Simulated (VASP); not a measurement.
Set up this calculation in VASP 6.6.1, as the native input.

* Task: single point
* Functional: PBE
* Potentials or basis: VASP PAW PBE potentials, release 64 (Al, N)
* Cutoff: 520 eV
* k mesh: 9 × 9 × 6
* Occupations: gaussian, width 0.05 eV
* Spin: no spin polarisation
* Dipole correction: no
* Further INCAR settings: ALGO = Normal; EDIFF = 1e-06; NBANDS = 16

The structure of AlN lies in POSCAR:

```
AlN
1.0
    3.3963000000      0.0000000000      0.0000000000
   -1.6981500000      2.9412820789      0.0000000000
    0.0000000000      0.0000000000      4.5645000000
Al N
2 2
Direct
    0.3333333333      0.6666666667      0.7500000000
    0.6666666667      0.3333333333      0.2500000000
    0.3333333333      0.6666666667      0.2500000000
    0.6666666667      0.3333333333      0.7500000000
```

One way to write it, as run:

INCAR

```
PREC = Accurate ; ENCUT = 520
EDIFF = 1E-6 ; ISMEAR = 0
SIGMA = 0.05 ; LREAL = F
LASPH = T ; NELM = 60
ALGO = Normal ; ISIF = 2
LWAVE = F ; LCHARG = T
GGA = PE ; LELF = T
LVHAR = T ; NBANDS = 16
```

KPOINTS

```
Automatic mesh
0
Gamma
  9 9 6
```

Potentials or basis: VASP PAW PBE potentials, release 64 (Al, N).

Command:

```bash
$ cat potpaw_PBE.64/Al/POTCAR potpaw_PBE.64/N/POTCAR > POTCAR
$ mpirun -np 1 vasp_std > vasp.out
```

Results of the run:

```json
{
 "Pressure": "-19.5 GPa",
 "Band gap on the k mesh": "2.05 eV, direct"
}
```

It took 18 s on 1 thread of Intel(R) Xeon(R) Platinum 8488C (Sapphire Rapids), with other jobs on the host, peak memory 0.18 GiB.
